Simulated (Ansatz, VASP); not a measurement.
NaH: VASP beside Ansatz

File INCAR:

```
ALGO = Normal
EDIFF = 1E-7
ENCUT = 520
GGA = CA
ISIF = 2
ISMEAR = 0
LASPH = True
LCHARG = True
LELF = True
LREAL = False
LVHAR = True
LWAVE = False
NBANDS = 11
NELM = 60
PREC = Accurate
SIGMA = 0.05
```

The input KPOINTS:

```
k-points
0
Gamma
  8 8 8
```

POSCAR

```
NaH
1.0
    0.0000000000      2.3668000000      2.3668000000
    2.3668000000      0.0000000000      2.3668000000
    2.3668000000      2.3668000000      0.0000000000
Na H
1 1
Direct
    0.0000000000      0.0000000000      0.0000000000
    0.5000000000      0.5000000000      0.5000000000
```

Input for Ansatz:

```yaml
crystal:
  lattice:
    - [0.0, 2.3668, 2.3668]
    - [2.3668, 0.0, 2.3668]
    - [2.3668, 2.3668, 0.0]
  atoms:
    - { symbol: Na, position: [0.0, 0.0, 0.0] }
    - { symbol: H, position: [0.5, 0.5, 0.5] }
basis:
  ecutwfc: 420
kpoints:
  mp_grid: { grid: [8, 8, 8] }
hamiltonian:
  xc: lda
scf:
  occupations: { method: gaussian, width: 0.05 }
output:
  forces: true
  stress: true
  eigenvalues: true
```

Change from the starting cell: strain -0.030 along x and y, -0.030 along z, atoms carried along.

Alike in both runs: task single point; functional LDA; k mesh 8 × 8 × 8; occupations gaussian, width 0.05 eV; no spin polarisation.

|  | VASP | Ansatz |
| --- | --- | --- |
| version | VASP 6.6.1 | Ansatz 0.2.0 |
| potentials or method | VASP PAW LDA potentials, release 64 (Na_pv, H), cutoff 520 eV | scalar-relativistic, plane waves, PAW |
| valence electrons in the cell | 8 | 10 |

```tsv
	VASP	Ansatz	Ansatz less VASP
gap on the k mesh at the Fermi level (eV)	3.50	3.50	+0.002
least direct gap on the mesh (eV)	4.45	4.45	+0.004
pressure (GPa)	-0.8	-0.7	+0.04
```

LDA's correlation is that of Perdew and Zunger in VASP and of Perdew and Wang (1992) in Ansatz. VASP's potentials hold 8 valence electrons a cell and Ansatz's 10, so a difference there can come from the potentials and not from the codes.
